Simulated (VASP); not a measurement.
# Co: single point with revPBE

Crystal: Co.

```
Co
1.0
     2.51197    0.00000    0.00000
    -1.25599    2.17543    0.00000
     0.00000    0.00000    8.14666
Co
4
Direct
  0.00000 0.00000 0.00000
  0.00000 0.00000 0.50000
  0.33333 0.66667 0.25000
  0.66667 0.33333 0.75000
```

| Item | Value |
| --- | --- |
| Program | VASP 6.6.1 |
| Task | single point |
| Functional | revPBE |
| Potentials or basis | VASP PAW PBE potentials, release 64 (Co) |
| Cutoff | 520 eV |
| k mesh | 14 × 14 × 4 |
| Occupations | fermi-dirac, width 0.05 eV |
| Spin | collinear spin, ferromagnetic start |
| Starting moments | [1.7, 1.7, 1.7, 1.7] μB |

```json
{
  "Pressure": "-0.6 GPa",
  "Net moment": "6.67 μB per cell",
  "Site moments": "Co +1.68, +1.70 (each value once) μB",
  "Valence electrons inside the program's atomic spheres": "Co 8.23, 8.22 (each value once)"
}
```

Stress tensor (GPa, compression positive):
```
-0.54  0.00  0.00
 0.00 -0.54  0.00
 0.00  0.00 -0.82
```

Levels at points of the mesh, in eV from the Fermi level:
Spin up:
| k point | band 20 | band 21 | band 22 | band 23 | band 24 | band 25 |
| --- | --- | --- | --- | --- | --- | --- |
| (0.00, 0.00, 0.00) | -1.28 | -1.28 | -0.90 | -0.90 | -0.16 | 6.03 |
| (0.50, 0.00, 0.00) | -0.65 | 0.24 | 1.34 | 2.30 | 2.93 | 6.67 |
| (0.00, 0.00, 0.50) | -1.73 | -1.06 | -1.06 | -1.06 | -1.06 | 9.06 |
| (0.50, 0.00, 0.50) | -0.70 | 1.13 | 1.13 | 2.66 | 2.66 | 7.05 |
Spin down:
```
           k point  band 12  band 13  band 14  band 15  band 16  band 17
(0.00, 0.00, 0.00)    -0.78    -0.78    -0.75    -0.75    -0.26     0.08
(0.50, 0.00, 0.00)    -0.09    -0.04     0.46     1.14     1.18     1.19
(0.00, 0.00, 0.50)    -0.97    -0.89    -0.89    -0.89    -0.89     0.25
(0.50, 0.00, 0.50)    -0.81    -0.22    -0.22     0.81     0.81     1.15
```

It took 97 s on 1 thread of Intel(R) Xeon(R) 6975P-C (Granite Rapids), on a shared host, peak memory 0.26 GiB.

Caveat: the PAW data sets were made with another functional, which shifts forces and pressure a little.
